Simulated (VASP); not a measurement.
# ScAl4As (F-43m) in VASP: notebook, part 2 of 2

VASP 6.6.1. The steps go on from the part before.

## (5) Single point, PBE

This run uses another cell than the first one, of 30.99 Å³/atom, 1.704 times its volume.

Contents of INCAR:

```
SYSTEM = ScAl4As
PREC     = Accurate       ! precision mode
ENCUT    = 520            ! plane-wave cutoff, eV
EDIFF    = 1E-6           ! SCF threshold, eV
ISMEAR   = 0              ! smearing method
SIGMA    = 0.1            ! smearing width, eV
LREAL    = .FALSE.        ! projectors in reciprocal space
LASPH    = .TRUE.         ! aspherical terms in the spheres
NELM     = 80             ! most SCF steps
ALGO     = Normal         ! electronic algorithm
ISIF     = 2              ! what is computed and relaxed
LWAVE    = .FALSE.        ! write WAVECAR
LCHARG   = .FALSE.        ! write CHGCAR
GGA      = PE             ! functional
NBANDS   = 23             ! bands
```

Contents of KPOINTS:

```
Automatic mesh
0
G
  8 8 8
  0 0 0
```

Contents of POSCAR:

```
ScAl4As
1.0
    0.0000000000      4.5299841726      4.5299841726
    4.5299841726      0.0000000000      4.5299841726
    4.5299841726      4.5299841726      0.0000000000
Sc Al As
1 4 1
Direct
    0.5000000000      0.5000000000      0.5000000000
    0.9004928712      0.2985213863      0.9004928712
    0.9004928712      0.9004928712      0.9004928712
    0.2985213863      0.9004928712      0.9004928712
    0.9004928712      0.9004928712      0.2985213863
    0.7500000000      0.7500000000      0.7500000000
```

Potentials or basis: VASP PAW PBE potentials, release 64 (Sc_sv, Al, As).

On the command line:

```console
cat potpaw_PBE.64/Sc_sv/POTCAR potpaw_PBE.64/Al/POTCAR potpaw_PBE.64/As/POTCAR > POTCAR
mpirun -np 1 vasp_std > vasp.out
```

OUTCAR:

```text
SYSTEM = ScAl4As
   PREC = Accurate
   ENCUT = 520
   EDIFF = 1E-6
   ISMEAR = 0
   LREAL = .FALSE.
   LASPH = .TRUE.
   NELM = 80
   ISIF = 2
   GGA = PE

 ion  position               nearest neighbor table
   1  0.500  0.500  0.500-
   2  0.900  0.299  0.900-   6 2.36   4 2.55   5 2.55   3 2.55
   3  0.900  0.900  0.900-   6 2.36   4 2.55   5 2.55   2 2.55
   4  0.299  0.900  0.900-   6 2.36   3 2.55   5 2.55   2 2.55
   5  0.900  0.900  0.299-   6 2.36   3 2.55   4 2.55   2 2.55
   6  0.750  0.750  0.750-   3 2.36   2 2.36   4 2.36   5 2.36

  LATTYP: Found a face centered cubic cell.
 ALAT       =     9.0599683452

  Lattice vectors:

 A1 = (   0.0000000000,   4.5299841726,   4.5299841726)
 A2 = (   4.5299841726,   0.0000000000,   4.5299841726)
 A3 = (   4.5299841726,   4.5299841726,   0.0000000000)

Analysis of symmetry for initial positions (statically):
=====================================================================
 Subroutine PRICEL returns:
 Original cell was already a primitive cell.

 Routine SETGRP: Setting up the symmetry group for a
 face centered cubic supercell.

 Subroutine GETGRP returns: Found 24 space group operations
 (whereof 24 operations were pure point group operations)
 out of a pool of 48 trial point group operations.

The static configuration has the point symmetry T_d .

Analysis of symmetry for dynamics (positions and initial velocities):
=====================================================================
 Subroutine PRICEL returns:
 Original cell was already a primitive cell.

 Routine SETGRP: Setting up the symmetry group for a
 face centered cubic supercell.

 Subroutine GETGRP returns: Found 24 space group operations
 (whereof 24 operations were pure point group operations)
 out of a pool of 48 trial point group operations.

The dynamic configuration has the point symmetry T_d .

 Subroutine INISYM returns: Found 24 space group operations
 (whereof 24 operations are pure point group operations),
 and found     1 'primitive' translations

[... 119 lines left out ...]
   IALGO  =     38    algorithm
   IMIX   =      4    mixing-type and parameters
     AMIX     =   0.40;   BMIX     =  1.00
     AMIX_MAG =   1.60;   BMIX_MAG =  1.00
  volume/ion in A,a.u.               =      30.99       209.11
  Fermi-wavevector in a.u.,A,eV,Ry     =   0.871005  1.645961 10.322064  0.758650
  Thomas-Fermi vector in A             =   1.990051
   LORBIT       =      0    0 simple, 1 ext, 2 COOP (PROOUT), +10 PAW based schemes
   GGA     = PE    functional components
   LHFCALC =     F    Hartree Fock is set to
   AEXX    =    0.0000 exact exchange contribution
   IVDW    =     0    specifies the selected vdW correction
   LEPSILON=     F    determine dielectric tensor
   LRPA    =     F    only Hartree local field effects (RPA)
 non-spin polarized calculation
 Gauss-broadening in eV      SIGMA  =   0.10
  energy-cutoff  :      520.00
  volume of cell :      185.92
 maximum number of plane-waves:      5044
   NGX = 23   NGY = 23   NGZ = 23

 number of electron      27.9999999 magnetization

 Free energy of the ion-electron system (eV)
  ---------------------------------------------------
  ext. energy  EPLUGINS =         0.00000000
  ---------------------------------------------------
  free energy    TOTEN  =       -22.17006666 eV

  energy without entropy =      -22.15560062  energy(sigma->0) =      -22.16283364

 E-fermi :   2.7059     XC(G=0):  -7.7879

 val. band max:        2.6907306287   @ k =  -0.3750   0.2500   0.0000
 cond. band min:       2.7840350289   @ k =   0.3750   0.3750   0.0000
 fundamental gap:      0.0933044002
 Fermi energy:         2.7058779764

 k-point     1 :       0.0000    0.0000    0.0000
  band No.  band energies     occupation
      1     -48.6544      2.00000
      2     -27.2260      2.00000
      3     -27.2260      2.00000
      4     -27.2260      2.00000
      5      -9.5785      2.00000
      6      -4.7370      2.00000
[... 613 lines left out ...]
     22       5.2518      0.00000
     23       5.4928      0.00000

 [... further k-points ...]
[... 5 lines left out ...]
  --------------------------------------------------------------------------------------
  -------------------------------------------------------------------------------------
  Total        0.0570937      0.0570937      0.0570937     -0.0000000     -0.0000000      0.0000000
  in kB        0.4920154      0.4920154      0.4920154     -0.0000000     -0.0000000      0.0000000
  external PRESSURE =       0.4920154 kB  Pullay stress =       0.0000000 kB

 VOLUME and BASIS-vectors are now :
 -----------------------------------------------------------------------------
  energy-cutoff  :      520.00
  volume of cell :      185.92
      direct lattice vectors                 reciprocal lattice vectors
     0.000000000  4.529984173  4.529984173    -0.110375662  0.110375662  0.110375662
     4.529984173  0.000000000  4.529984173     0.110375662 -0.110375662  0.110375662
     4.529984173  4.529984173  0.000000000     0.110375662  0.110375662 -0.110375662

 POSITION                                       TOTAL-FORCE (eV/Angst)
 -----------------------------------------------------------------------------------
      4.52998      4.52998      4.52998        -0.000000      0.000000      0.000000
      5.43152      8.15844      5.43152        -0.006969      0.006969     -0.006969
      8.15844      8.15844      8.15844         0.006969      0.006969      0.006969
      8.15844      5.43152      5.43152         0.006969     -0.006969     -0.006969
      5.43152      5.43152      8.15844        -0.006969     -0.006969      0.006969
      6.79498      6.79498      6.79498        -0.000000      0.000000      0.000000
 -----------------------------------------------------------------------------------
    total drift:                                0.000000      0.000000      0.000000

  FREE ENERGIE OF THE ION-ELECTRON SYSTEM (eV)
  ---------------------------------------------------
  free  energy   TOTEN  =       -22.1700666637 eV

  energy  without entropy=      -22.1556006190  energy(sigma->0) =      -22.16283364
```

It took 100 s on 1 thread of Intel Xeon 6975P-C (Granite Rapids), shared host; peak memory 0.39 GiB.

Results:

```yaml
Free_energy: -22.1701 eV
Pressure: 0.0 GPa
Largest_force: 0.012 eV/Å
Band_gap_on_the_k_mesh: zero (band 14 reaches 2.91 eV, above the bottom of band 15 at 1.96 eV)
```

Forces on the atoms (eV/Å):
```
Sc   0.000  0.000  0.000
Al  -0.007  0.007 -0.007
Al   0.007  0.007  0.007
Al   0.007 -0.007 -0.007
Al  -0.007 -0.007  0.007
As   0.000  0.000  0.000
```

## (6) Relaxation of cell and atoms, PBE

This run uses another cell than the first one, of 30.80 Å³/atom, 1.694 times its volume.

Contents of INCAR:

```
ALGO = Fast ; EDIFF = 1E-6
EDIFFG = -0.01 ; ENCUT = 600
GGA = PE ; IBRION = 2
ISIF = 3 ; ISMEAR = 0
LASPH = T ; LCHARG = F
LREAL = F ; LWAVE = F
NELM = 100 ; NSW = 100
PREC = Accurate ; SIGMA = 0.1
```

Contents of KPOINTS:

```
k-points
0
Gamma
  8 8 8
```

Contents of POSCAR:

```
ScAl4As
1.0
    0.0000000000      4.5207988823      4.5207988823
    4.5207988823      0.0000000000      4.5207988823
    4.5207988823      4.5207988823      0.0000000000
Sc Al As
1 4 1
Direct
    0.5000000000      0.5000000000      0.5000000000
    0.9004889207      0.2985332378      0.9004889207
    0.9004889207      0.9004889207      0.9004889207
    0.2985332378      0.9004889207      0.9004889207
    0.9004889207      0.9004889207      0.2985332378
    0.7500000000      0.7500000000      0.7500000000
```

Potentials or basis: VASP PAW PBE potentials, release 64 (Sc_sv, Al, As).

On the command line:

```console
cat potpaw_PBE.64/Sc_sv/POTCAR potpaw_PBE.64/Al/POTCAR potpaw_PBE.64/As/POTCAR > POTCAR
mpirun -np 1 vasp_std > vasp.out
```

Wall time 21 min (1 thread of Intel Xeon 6975P-C (Granite Rapids), shared host); peak memory 0.53 GiB.

It converged, with:

```
Free energy                            : -22.1702 eV
Relaxed volume                         : 31.01 Å³/atom
Relaxed cell                           : a = 6.408 Å, b = 6.408 Å, c = 6.408 Å, α = 60.00°, β = 60.00°, γ = 60.00°
Space group after relaxing (to 0.05 Å) : F-43m (No. 216)
Energy gained by relaxing              : 5.2 meV/atom
Ionic steps                            : 11
Pressure after relaxing                : 0.0 GPa
Largest force after relaxing           : 0.004 eV/Å
Band gap on the k mesh                 : zero (band 14 reaches 2.90 eV, above the bottom of band 15 at 1.96 eV)
```

Forces on the atoms (eV/Å):
```
Sc   0.000  0.000  0.000
Al   0.003 -0.003  0.003
Al  -0.003 -0.003 -0.003
Al  -0.003  0.003  0.003
Al   0.003  0.003 -0.003
As   0.000  0.000  0.000
```

The path:
```tsv
step	energy change (eV)	largest force (eV/Å)	pressure (GPa)	volume (Å³)
1	0.0000	0.0012	0.31	184.79
2	-0.0309	0.0163	-0.05	186.36
3	-0.0309	0.0162	-0.04	186.36
4	-0.0309	0.0149	-0.01	186.18
5	-0.0309	0.0148	-0.01	186.15
6	-0.0306	0.0101	0.14	185.47
7	-0.0309	0.0146	-0.02	186.10
8	-0.0308	0.0121	0.08	185.78
9	-0.0309	0.0145	0.01	186.03
10	-0.0309	0.0146	0.02	186.06
11	-0.0309	0.0044	0.02	186.09
```

Final structure:
```
Sc Al As
1.0
     0.00000    4.53135    4.53135
     4.53135    0.00000    4.53135
     4.53135    4.53135    0.00000
Sc Al As
1 4 1
Direct
  0.50000 0.50000 0.50000
  0.90053 0.29840 0.90053
  0.90053 0.90053 0.90053
  0.29840 0.90053 0.90053
  0.90053 0.90053 0.29840
  0.75000 0.75000 0.75000
```

Levels at points of the mesh, in eV from the Fermi level:
```
           k point  band 11  band 12  band 13  band 14  band 15  band 16  band 17  band 18
(0.00, 0.00, 0.00)    -2.53    -2.53    -1.26    -0.74    -0.74     0.68     0.68     0.68
(0.50, 0.00, 0.00)    -2.17    -2.12     0.20     0.20     0.23     0.45     0.45     0.74
(0.50, 0.50, 0.00)    -1.23    -1.23    -1.15    -0.24    -0.03     0.42     0.50     0.50
```

## (7) The runs side by side

```tsv
task	cell	k mesh	cutoff (eV)	gap on the mesh (eV)	pressure (GPa)	relaxed volume (Å³/atom)	largest force (eV/Å)
single point	a = 5.363 Å, angles 60.0°, 6 atoms	4 × 4 × 4	520	none	61.7	-	4.42
single point	a = 6.393 Å, angles 60.0°, 6 atoms	4 × 4 × 4	520	none	0.3	-	0.04
relaxation of cell and atoms	relaxed from a = 5.363 Å, angles 60.0°, 6 atoms	4 × 4 × 4	600	none	0.0	31.08	-
single point	a = 6.406 Å, angles 60.0°, 6 atoms	8 × 8 × 8	520	none	0.0	-	0.01
relaxation of cell and atoms	relaxed from a = 6.393 Å, angles 60.0°, 6 atoms	8 × 8 × 8	600	none	0.0	31.01	-
```

Alike in all rows: level PBE; potentials or basis VASP PAW PBE potentials, release 64 (Sc_sv, Al, As); no spin polarisation; smearing gaussian 0.1 eV.

Caveats: forces of over 1 eV/Å act on the atoms, so gaps and moduli don't describe the material at rest (some runs); the volume moved by over 15 % at a fixed basis, so the end points are rough (some runs).

Absolute energies hang on the potentials; compare differences alone.
